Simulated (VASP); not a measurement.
Write the native input for VASP 6.6.1 that does the following.

- Task: single point
- Functional: PBE
- Potentials or basis: VASP PAW PBE potentials, release 64 (Li_sv, Y_sv, Zn, C_h, N_h)
- Cutoff: 910 eV
- k mesh: 4 × 4 × 4
- Occupations: gaussian, width 0.1 eV
- Spin: no spin polarisation
- Dipole correction: no
- Further INCAR settings: LREAL = Auto; ALGO = Normal; EDIFF = 1e-06; NBANDS = 56

The structure of Li2YZnC6N6 lies in POSCAR:

```
Li2YZnC6N6
1.0
    0.0000000000      5.7498533713      5.7498533713
    5.7498533713      0.0000000000      5.7498533713
    5.7498533713      5.7498533713      0.0000000000
Li Y Zn C N
2 1 1 6 6
Direct
    0.2500000000      0.2500000000      0.2500000000
    0.7500000000      0.7500000000      0.7500000000
    0.5000000000      0.5000000000      0.5000000000
    0.0000000000      0.0000000000      0.0000000000
    0.8068564128      0.1931435872      0.1931435872
    0.1931435872      0.8068564128      0.1931435872
    0.1931435872      0.1931435872      0.8068564128
    0.1931435872      0.8068564128      0.8068564128
    0.8068564128      0.1931435872      0.8068564128
    0.8068564128      0.8068564128      0.1931435872
    0.7047019964      0.2952980036      0.2952980036
    0.2952980036      0.7047019964      0.2952980036
    0.2952980036      0.2952980036      0.7047019964
    0.2952980036      0.7047019964      0.7047019964
    0.7047019964      0.2952980036      0.7047019964
    0.7047019964      0.7047019964      0.2952980036
```

The input as run:

INCAR

```
PREC = Accurate
ENCUT = 910
EDIFF = 1E-6
ISMEAR = 0
SIGMA = 0.1
LREAL = Auto
LASPH = T
NELM = 120
ALGO = Normal
ISIF = 2
LWAVE = F
LCHARG = F
GGA = PE
NBANDS = 56
GGA_COMPAT = F
```

KPOINTS

```
regular mesh
0
Gamma
  4 4 4
```

Potentials or basis: VASP PAW PBE potentials, release 64 (Li_sv, Y_sv, Zn, C_h, N_h).

Run with:

```bash
$ cat potpaw_PBE.64/Li_sv/POTCAR potpaw_PBE.64/Y_sv/POTCAR potpaw_PBE.64/Zn/POTCAR potpaw_PBE.64/C_h/POTCAR potpaw_PBE.64/N_h/POTCAR > POTCAR
$ mpirun -np 1 vasp_std > vasp.out
```

It gave:

```yaml
Pressure: -0.1 GPa
Largest_force: 0.015 eV/Å
Band_gap_on_the_k_mesh: zero (an odd number of electrons rules out a gap without spin polarisation)
```

Caveat: the cutoff is under 1.25 times the usual one of these potentials, so pressure, stress and relaxed cells hold a basis-set (Pulay) error.

Run time: 23 min on 1 thread of AMD EPYC 7571 (shared host), peak memory 1.1 GiB.
